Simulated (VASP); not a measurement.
Wanted: the native input for a VASP 6.6.1 run.

```yaml
Task: single point
Functional: r2SCAN
Dispersion: D3(BJ)
Potentials_or_basis: VASP PAW PBE potentials, release 64 (O, H, Cl)
Cutoff: 520 eV
k_mesh: 1 × 1 × 1
Occupations: fermi-dirac, width 0.02 eV
Spin: no spin polarisation
Dipole_correction: no
Further_INCAR_settings: ALGO = Normal; EDIFF = 1e-07; NBANDS = 33
```

H9ClO4:

```
CELL_PARAMETERS angstrom
6.05778 0.00000 0.00000
0.00000 6.05778 0.00000
0.00000 0.00000 6.05778
ATOMIC_POSITIONS crystal
O 0.37020 0.14550 0.18713
O 0.47824 0.44135 0.85238
O 0.08102 0.25752 0.50882
O 0.81074 0.05763 0.89092
H 0.32357 0.02732 0.07653
H 0.25653 0.16729 0.29232
H 0.61065 0.37689 0.81159
H 0.42220 0.38394 0.98705
H 0.15258 0.36540 0.60608
H 0.06524 0.14266 0.61156
H 0.78227 0.91246 0.82421
H 0.72185 0.07218 0.02287
H 0.45059 0.62995 0.79577
Cl 0.35465 0.83494 0.69192
```

These files were run (other wordings do the same):

POSCAR

```
H9ClO4
1.0
    6.0577750000      0.0000000000      0.0000000000
    0.0000000000      6.0577750000      0.0000000000
    0.0000000000      0.0000000000      6.0577750000
O H Cl
4 9 1
Direct
    0.3702019306      0.1454989662      0.1871314138
    0.4782449001      0.4413501657      0.8523756660
    0.0810198464      0.2575202942      0.5088171812
    0.8107432184      1.0576325466      0.8909211716
    0.3235676465      0.0273202620      0.0765297490
    0.2565298315      0.1672891449      0.2923185493
    0.6106532514      0.3768875536      0.8115851117
    0.4222012207      0.3839363463      0.9870455737
    0.1525807743      0.3653981866      0.6060806154
    0.0652384745      0.1426596399      0.6115611755
    0.7822674167      0.9124637346      0.8242135107
    0.7218491938      1.0721758401      1.0228673069
    0.4505944839      0.6299507658      0.7957707244
    0.3546516667      0.8349435230      0.6919207135
```

INCAR.step1

```
PREC = Accurate
ENCUT = 520
ISMEAR = -1
SIGMA = 0.02
LREAL = F
LASPH = T
NELM = 100
NBANDS = 33
GGA = PE
ALGO = Normal
EDIFF = 1E-4
LWAVE = T
LCHARG = F
```

INCAR.step2

```
PREC = Accurate
ENCUT = 520
EDIFF = 1E-7
ISMEAR = -1
SIGMA = 0.02
LREAL = F
LASPH = T
NELM = 100
ALGO = Normal
ISIF = 2
LWAVE = F
LCHARG = T
METAGGA = R2SCAN
LMIXTAU = T
IVDW = 12
VDW_S6 = 1.0
VDW_S8 = 0.78981345
VDW_A1 = 0.49484001
VDW_A2 = 5.73083694
LELF = T
LVHAR = T
NBANDS = 33
ISTART = 1
```

KPOINTS

```
regular mesh
0
Gamma
  1 1 1
```

Potentials or basis: VASP PAW PBE potentials, release 64 (O, H, Cl).

The run is started by

```sh
$ cat potpaw_PBE.64/O/POTCAR potpaw_PBE.64/H/POTCAR potpaw_PBE.64/Cl/POTCAR > POTCAR
$ cp INCAR.step1 INCAR
$ mpirun -np 1 vasp_gam > vasp.out
$ cp INCAR.step2 INCAR
$ mpirun -np 1 vasp_gam > vasp.out
```

It gave:

```
Pressure                   : 0.5 GPa
Largest force              : 3.585 eV/Å
Dispersion energy per atom : -0.014 eV
```

Caveat: the k points lie up to 1.04 Å⁻¹ apart, too coarse for converged energies, forces and pressures; the PAW data sets were made with another functional, which shifts forces and pressure a little.

Wall time 77 s on 1 thread of Intel(R) Xeon(R) Platinum 8259CL CPU @ 2.50GHz (Skylake/Cascade Lake), on a shared host, peak memory 0.33 GiB.
